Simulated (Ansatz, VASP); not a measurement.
# TaRu5: VASP beside Ansatz

```
Ta Ru
1.0
     4.73907    0.00000    0.00000
    -2.36954    4.10416    0.00000
     0.00000    0.00000    4.29882
Ta Ru
1 5
Direct
  0.00000 0.00000 0.50000
  0.00000 0.66667 0.00000
  0.66667 0.00000 0.00000
  0.33333 0.33333 0.00000
  0.33333 0.66667 0.50000
  0.66667 0.33333 0.50000
```

Alike in both runs: task relaxation of cell and atoms; functional PBE; k mesh 6 × 6 × 4; occupations gaussian, width 0.1 eV; no spin polarisation.

```csv
,VASP,Ansatz
version,VASP 6.6.1,Ansatz 0.2.0
potentials or method,"VASP PAW PBE potentials, release 64 (Ta_pv, Ru_pv), cutoff 600 eV","scalar-relativistic, plane waves, PAW"
valence electrons in the cell,81,93
```

|  | VASP | Ansatz | Ansatz less VASP |
| --- | --- | --- | --- |
| gap on the k mesh at the Fermi level, each at its own relaxed structure (eV) | none | none | - |
| relaxed volume (Å³/atom) | 14.47 | 14.47 | -0.002 |
| relaxed length of the cell vector where the two differ most in proportion (Å) | 4.366 | 4.364 | -0.0020 |

A gap of «none» marks a metal or a gap that the smearing closes. VASP's potentials hold 81 valence electrons a cell and Ansatz's 93, so a difference there can come from the potentials and not from the codes.

The k mesh is coarse, so the values compare programs but aren't converged. Neither program's run includes spin-orbit coupling.
